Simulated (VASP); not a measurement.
# Mg (Im-3m) in VASP: a series of runs, part 2 of 2

VASP 6.6.1.

**4. Single point, LDA**

This run uses another cell than the first one, of 21.58 Å³/atom, 1.087 times its volume.

INCAR

```
SYSTEM = Mg
ALGO = Normal
EDIFF = 1E-6
ENCUT = 520
GGA = CA
ISIF = 2
ISMEAR = -1
LASPH = .TRUE.
LCHARG = .FALSE.
LREAL = .FALSE.
LWAVE = .FALSE.
NBANDS = 7
NELM = 80
PREC = Accurate
SIGMA = 0.08
```

KPOINTS

```
k-points
0
G
  15 15 15
  0 0 0
```

POSCAR

```
Mg
1.0
   -1.7538825703      1.7538825703      1.7538825703
    1.7538825703     -1.7538825703      1.7538825703
    1.7538825703      1.7538825703     -1.7538825703
Mg
1
Direct
    0.0000000000      0.0000000000      0.0000000000
```

Command:

```sh
$ cat potpaw_LDA.64/Mg/POTCAR > POTCAR
$ mpirun -np 1 vasp_std > vasp.out
```

Wall time 6.9 s (1 thread of Intel Xeon Platinum 8259CL at 2.50GHz (Skylake/Cascade Lake), shared host); peak memory 0.13 GiB.

The run converged. Its results:

```yaml
Free_energy: -1.7865 eV
Pressure: -0.3 GPa
Band_gap_on_the_k_mesh: zero (band 1 reaches 5.60 eV, above the bottom of band 2 at 1.96 eV)
```

Levels at points of the mesh, in eV from the Fermi level:
```
           k point  band 1  band 2  band 3  band 4
(0.00, 0.00, 0.00)   -7.19   13.36   13.36   13.36
```

**5. Relaxation of cell and atoms, LDA**

This run uses another cell than the first one, of 21.61 Å³/atom, 1.088 times its volume.

INCAR

```
PREC = Accurate ; ENCUT = 600
EDIFF = 1E-7 ; ISMEAR = -1
SIGMA = 0.08 ; LREAL = False
LASPH = True ; NELM = 80
ALGO = Normal ; ISIF = 3
LWAVE = False ; LCHARG = False
GGA = CA ; IBRION = 2
NSW = 60 ; EDIFFG = -0.005
```

KPOINTS

```
regular mesh
0
Gamma
  15 15 15
```

POSCAR

```
Mg
1.0
   -1.7545730733      1.7545730733      1.7545730733
    1.7545730733     -1.7545730733      1.7545730733
    1.7545730733      1.7545730733     -1.7545730733
Mg
1
Direct
    0.0000000000      0.0000000000      0.0000000000
```

Potentials or basis: VASP PAW LDA potentials, release 64 (Mg).

Command:

```sh
$ cat potpaw_LDA.64/Mg/POTCAR > POTCAR
$ mpirun -np 1 vasp_std > vasp.out
```

OUTCAR:

```text
PREC = Accurate
   ENCUT = 600
   EDIFF = 1E-7
   ISMEAR = -1
   LREAL = False
   LASPH = True
   NELM = 80
   ISIF = 3
   GGA = CA
   IBRION = 2
   NSW = 60
   EDIFFG = -0.005

 ion  position               nearest neighbor table
   1  0.000  0.000  0.000-

  LATTYP: Found a body centered cubic cell.
 ALAT       =     3.5091461466

  Lattice vectors:

 A1 = (  -1.7545730733,   1.7545730733,   1.7545730733)
 A2 = (   1.7545730733,  -1.7545730733,   1.7545730733)
 A3 = (   1.7545730733,   1.7545730733,  -1.7545730733)

Analysis of symmetry for initial positions (statically):
=====================================================================
 Subroutine PRICEL returns:
 Original cell was already a primitive cell.
[... 241 lines left out ...]
  ---------------------------------------------------
  ext. energy  EPLUGINS =         0.00000000
  ---------------------------------------------------
  free energy    TOTEN  =        -1.78680895 eV

  energy without entropy =       -1.77945837  energy(sigma->0) =       -1.78313366

 E-fermi :   2.8472     XC(G=0):  -8.9140

 val. band max:        2.7820637542   @ k =   0.4000   0.1333   0.0000
 cond. band min:       2.8890858834   @ k =  -0.4667   0.4667   0.1333
 fundamental gap:      0.1070221292
 Fermi energy:         2.8472096041

 k-point     1 :       0.0000    0.0000    0.0000
  band No.  band energies     occupation
      1      -4.3792      2.00000
      2      16.2634      0.00000
      3      16.2634      0.00000
      4      16.2634      0.00000
      5      18.4332      0.00000
[... 177 lines left out ...]
 k-point    24 :       0.4000    0.2000    0.0000
  band No.  band energies     occupation
      1       1.9693      1.99997
      2       2.6251      1.88279
      3       6.9826      0.00000
      4      11.5954      0.00000
      5      16.0507      0.00000

 [... further k-points ...]
[... 5 lines left out ...]
  --------------------------------------------------------------------------------------
  -------------------------------------------------------------------------------------
  Total        0.0002021      0.0002021      0.0002021      0.0000000     -0.0000000      0.0000000
  in kB        0.0151374      0.0151374      0.0151374      0.0000000     -0.0000000      0.0000000
  external PRESSURE =       0.0151374 kB  Pullay stress =       0.0000000 kB
[... 16 lines left out ...]
  FREE ENERGIE OF THE ION-ELECTRON SYSTEM (eV)
  ---------------------------------------------------
  free  energy   TOTEN  =        -1.7868089520 eV

  energy  without entropy=       -1.7794583690  energy(sigma->0) =       -1.78313366

 reached required accuracy - stopping structural energy minimisation
```

It took 12 s on 1 thread of Intel Xeon Platinum 8259CL at 2.50GHz (Skylake/Cascade Lake), shared host; peak memory 0.14 GiB.

What came out:

| Item | Value |
| --- | --- |
| Free energy | -1.7868 eV |
| Relaxed volume | 21.39 Å³/atom |
| Relaxed cell | a = 3.029 Å, b = 3.029 Å, c = 3.029 Å, α = 109.47°, β = 109.47°, γ = 109.47° |
| Space group after relaxing (to 0.05 Å) | Im-3m (No. 229) |
| Energy gained by relaxing | 0.3 meV/atom |
| Ionic steps | 3 |
| Pressure after relaxing | 0.0 GPa |
| Band gap on the k mesh | zero (band 1 reaches 5.65 eV, above the bottom of band 2 at 2.01 eV) |

The path:
| step | energy change (eV) | largest force (eV/Å) | pressure (GPa) | volume (Å³) |
| --- | --- | --- | --- | --- |
| 1 | 0.0000 | 0.0000 | -0.39 | 21.61 |
| 2 | -0.0002 | 0.0000 | -0.09 | 21.44 |
| 3 | -0.0003 | 0.0000 | 0.00 | 21.39 |

Final structure:
```xyz
1
Lattice="-1.7488 1.7488 1.7488 1.7488 -1.7488 1.7488 1.7488 1.7488 -1.7488" Properties=species:S:1:pos:R:3 pbc="T T T"
Mg    0.0000    0.0000    0.0000
```

Levels at points of the mesh, in eV from the Fermi level:
| k point | band 1 | band 2 | band 3 | band 4 | band 5 |
| --- | --- | --- | --- | --- | --- |
| (0.00, 0.00, 0.00) | -7.23 | 13.42 | 13.42 | 13.42 | 15.59 |

**6. Overview**

```tsv
task	cell	cutoff (eV)	gap on the mesh (eV)	pressure (GPa)
single point	a = 2.955 Å, angles 109.5°, 1 atom	520	none	3.5
single point	a = 3.038 Å, angles 109.5°, 1 atom	520	none	-0.3
relaxation of cell and atoms	relaxed from a = 3.039 Å, angles 109.5°, 1 atom	600	none	0.0
```

Alike in all rows: level LDA; potentials or basis VASP PAW LDA potentials, release 64 (Mg); no spin polarisation; k mesh 15 × 15 × 15; smearing fermi-dirac 0.08 eV.

Total energies depend on the potentials used, so only differences within one code and one set of settings carry meaning.
